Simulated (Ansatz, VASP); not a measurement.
## ScNb: VASP beside Ansatz

```
Nb Sc
1.0
     3.00306    0.00000    0.00000
    -1.50153    2.60073    0.00000
     0.00000    0.00000    4.96865
Nb Sc
1 1
Cartesian
  0.0000 1.7338 2.4843
  0.0000 0.0000 0.0000
```

Alike in both runs: task single point; functional PBE; k mesh 10 × 10 × 5; occupations fermi-dirac, width 0.05 eV; no spin polarisation.

|  | VASP | Ansatz |
| --- | --- | --- |
| version | VASP 6.6.1 | Ansatz 0.2.0 |
| potentials or method | VASP PAW PBE potentials, release 64 (Nb_sv, Sc_sv) | Ansatz PAW earlier set |
| plane-wave cutoff (eV) | 520 | 920 |
| valence electrons in the cell | 24 | 24 |

|  | VASP | Ansatz | Ansatz less VASP |
| --- | --- | --- | --- |
| gap on the k mesh at the Fermi level (eV) | none | none | - |
| pressure (GPa) | 6.7 | 6.8 | +0.03 |
| traceless stress, the component that is largest in VASP (GPa) | -0.20 | -0.25 | -0.050 |

A gap of «none» marks a metal or a gap that the smearing closes.
